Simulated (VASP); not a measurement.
InO2 (fluorite type), 3 atoms in the cell. Symmetry: Fm-3m, No. 225, cubic system. The conventional cell has a = 5.175 Å, b = 5.175 Å, c = 5.175 Å, α = 90.00°, β = 90.00°, γ = 90.00°. In (site symmetry m-3m) has 8 O at 2.24 Å within 3.0 Å. Within 3.0 Å of O (site symmetry -43m) lie 4 In at 2.24 Å and 6 O at 2.59 Å. 

```yaml
Program: VASP 6.6.1
Task: single point
Functional: r2SCAN
Potentials_or_basis: VASP PAW PBE potentials, release 64 (In_d, O)
Cutoff: 520 eV
k_mesh: 11 × 11 × 11
Occupations: fermi-dirac, width 0.1 eV
Spin: no spin polarisation
Dipole_correction: no
Further_INCAR_settings: ALGO = Normal; EDIFF = 1e-06; NBANDS = 20
```

Potentials or basis: VASP PAW PBE potentials, release 64 (In_d, O).

Run with:

```sh
$ cat potpaw_PBE.64/In_d/POTCAR potpaw_PBE.64/O/POTCAR > POTCAR
$ cp INCAR.step1 INCAR
$ mpirun -np 1 vasp_std > vasp.out
$ cp INCAR.step2 INCAR
$ mpirun -np 1 vasp_std > vasp.out
```

Hardware: 1 thread of Intel Xeon 8259CL, on a shared host.

Task: Estimate the wall time of this run.

Result: Wall time 5.1 min on 1 thread of Intel Xeon 8259CL (shared host), peak memory 0.18 GiB. Counts: k points 56.
